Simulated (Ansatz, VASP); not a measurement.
CO2: VASP beside Ansatz

The input INCAR:

```
  ALGO = Normal
  EDIFF = 1E-6
  ENCUT = 520
  GGA = PE
  ISIF = 2
  ISMEAR = 0
  LASPH = T
  LCHARG = F
  LREAL = F
  LWAVE = F
  NBANDS = 25
  NELM = 100
  PREC = Accurate
  SIGMA = 0.01
```

KPOINTS

```
k-points
0
Gamma
  6 6 4
```

Contents of POSCAR:

```
CO2
1.0
    2.6429049853     -2.3798751837      0.0000000000
    2.6429049853      2.3798751837      0.0000000000
    0.0000000000      0.0000000000      6.4270279489
C O
2 4
Direct
    0.0000000000      0.0000000000      0.0000000000
    0.5000000000      0.5000000000      0.5000000000
    0.8037318635      0.1962681365      0.8928652631
    0.1962681365      0.8037318635      0.1071347369
    0.6962681365      0.3037318635      0.3928652631
    0.3037318635      0.6962681365      0.6071347369
```

Input for Ansatz:

```yaml
crystal:
  lattice:
    - [2.6429049853, -2.3798751837, 0.0]
    - [2.6429049853, 2.3798751837, 0.0]
    - [0.0, 0.0, 6.4270279489]
  atoms:
    - { symbol: C, position: [0.0, 0.0, 0.0] }
    - { symbol: C, position: [0.5, 0.5, 0.5] }
    - { symbol: O, position: [0.8037318635, 0.1962681365, 0.8928652631] }
    - { symbol: O, position: [0.1962681365, 0.8037318635, 0.1071347369] }
    - { symbol: O, position: [0.6962681365, 0.3037318635, 0.3928652631] }
    - { symbol: O, position: [0.3037318635, 0.6962681365, 0.6071347369] }
kpoints:
  mp_grid: { grid: [6, 6, 4] }
hamiltonian:
  xc: pbe
scf:
  occupations: { method: fixed }
  n_extra_bands: 5
output:
  forces: true
  stress: true
  eigenvalues: true
basis:
  ecutwfc: 750
```

Alike in both runs: task single point; functional PBE; k mesh 6 × 6 × 4; no spin polarisation.

```csv
,VASP,Ansatz
version,VASP 6.6.1,Ansatz 0.2.0
potentials or method,"VASP PAW PBE potentials, release 64 (C, O), cutoff 520 eV",plane waves
occupations,"gaussian, width 0.01 eV",fixed
valence electrons in the cell,32,32
```

|  | VASP | Ansatz | Ansatz less VASP |
| --- | --- | --- | --- |
| gap on the k mesh at the Fermi level (eV) | 6.68 | 6.71 | +0.026 |
| pressure (GPa) | 6.7 | 4.9 | -1.79 |
| traceless stress, the component that is largest in VASP (GPa) | -4.35 | -2.26 | +2.083 |
| rms of the force components (eV/Å) | 0.677 | 0.351 | -0.3264 |

Atom by atom the forces differ by 0.326 eV/Å (rms over components).

Noted on VASP's run: the standard files for N, O and F lose accuracy on very short bonds.
